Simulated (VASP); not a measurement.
Wanted: the native input for a VASP 6.6.1 run.

```
Task                   : electric field gradients
Functional             : LDA
Potentials or basis    : VASP PAW LDA potentials, release 64 (Sn_d, Te)
Cutoff                 : 520 eV
k mesh                 : 11 × 11 × 11
Occupations            : fermi-dirac, width 0.08 eV
Spin                   : no spin polarisation
Dipole correction      : no
Further INCAR settings : ALGO = Normal; EDIFF = 1e-08; NBANDS = 17
```

The structure of SnTe lies in POSCAR:

```
SnTe
1.0
    0.0000000000      3.1459430650      3.1459430650
    3.1459430650      0.0000000000      3.1459430650
    3.1459430650      3.1459430650      0.0000000000
Sn Te
1 1
Direct
    0.0000000000      0.0000000000      0.0000000000
    0.5000000000      0.5000000000      0.5000000000
```

This cell differs from its parent crystal: volume scaled by 0.99.

One way to write it, as run:

INCAR

```
PREC = Accurate
ENCUT = 520
EDIFF = 1E-8
ISMEAR = -1
SIGMA = 0.08
LREAL = F
LASPH = T
NELM = 80
ALGO = Normal
ISIF = 2
LWAVE = F
LCHARG = F
GGA = CA
LEFG = T
NBANDS = 17
```

KPOINTS

```
regular mesh
0
Gamma
  11 11 11
```

Potentials or basis: VASP PAW LDA potentials, release 64 (Sn_d, Te).

The run is started by

```console
$ cat potpaw_LDA.64/Sn_d/POTCAR potpaw_LDA.64/Te/POTCAR > POTCAR
$ mpirun -np 1 vasp_std > vasp.out
```

Results of the run:

```json
{"Pressure": "-1.2 GPa"}
```

Caveat: without QUAD_EFG the Cq values of the log hold for a quadrupole moment of 1 mb, not for the nuclei.

Run time: 68 s on 1 thread of Intel Xeon 6975P-C, with other jobs on the host, peak memory 0.21 GiB.
